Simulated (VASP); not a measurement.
PtSe2 (Sudovikovite):

```xyz
3
Lattice="3.7287 0.0000 0.0000 -1.8643 3.2291 0.0000 0.0000 0.0000 5.2770" Properties=species:S:1:pos:R:3 pbc="T T T"
Pt    0.0000    0.0000    0.0000
Se    0.0000    2.1527    1.2993
Se    1.8643    1.0764    3.9777
```

Base run:

```yaml
Program: VASP 6.6.1
Functional: PBE
Potentials_or_basis: VASP PAW PBE potentials, release 64 (Pt, Se)
Cutoff: 520 eV
k_mesh: 12 × 12 × 6
Occupations: fermi-dirac, width 0.02 eV
Spin: no spin polarisation
```

Its results: band gap on the k mesh zero (band 11 reaches 6.19 eV, above the bottom of band 12 at 6.03 eV); pressure 3.8 GPa; largest force 0.173 eV/Å.

**Question.** The run is repeated on the same cell with these changes: functional from PBE to r2SCAN. What comes out?

**Answer.** Band gap on the k mesh zero (band 11 reaches 5.95 eV, above the bottom of band 12 at 5.89 eV); pressure 1.4 GPa; largest force 0.019 eV/Å.

Caveats: spin-orbit coupling is left out, which moves the levels of the heavy elements; the PAW data sets were made with another functional, which shifts forces and pressure a little (some runs).
